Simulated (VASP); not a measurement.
Crystal: Hf.

```
Hf
1.0
     0.00000    2.22000    2.22000
     2.22000    0.00000    2.22000
     2.22000    2.22000    0.00000
Hf
1
Direct
  0.00000 0.00000 0.00000
```

Base run:

```yaml
Program: VASP 6.6.1
Functional: PBE
Potentials_or_basis: VASP PAW PBE potentials, release 64 (Hf_pv)
Cutoff: 520 eV
k_mesh: 9 × 9 × 9
Occupations: gaussian, width 0.05 eV
Spin: no spin polarisation
```

Its results: band gap on the k mesh zero (band 5 reaches 6.30 eV, above the bottom of band 6 at 4.34 eV); pressure 3.5 GPa.

Question: The run is repeated on the same cell with these changes: functional from PBE to PBEsol; occupations from gaussian, width 0.05 eV to fermi-dirac, width 0.05 eV. What comes out?

Answer: Band gap on the k mesh zero (band 5 reaches 6.13 eV, above the bottom of band 6 at 4.18 eV); pressure -1.3 GPa.

Caveats: spin-orbit coupling is left out, which moves the levels of the heavy elements; the PAW data sets were made with another functional, which shifts forces and pressure a little (some runs).
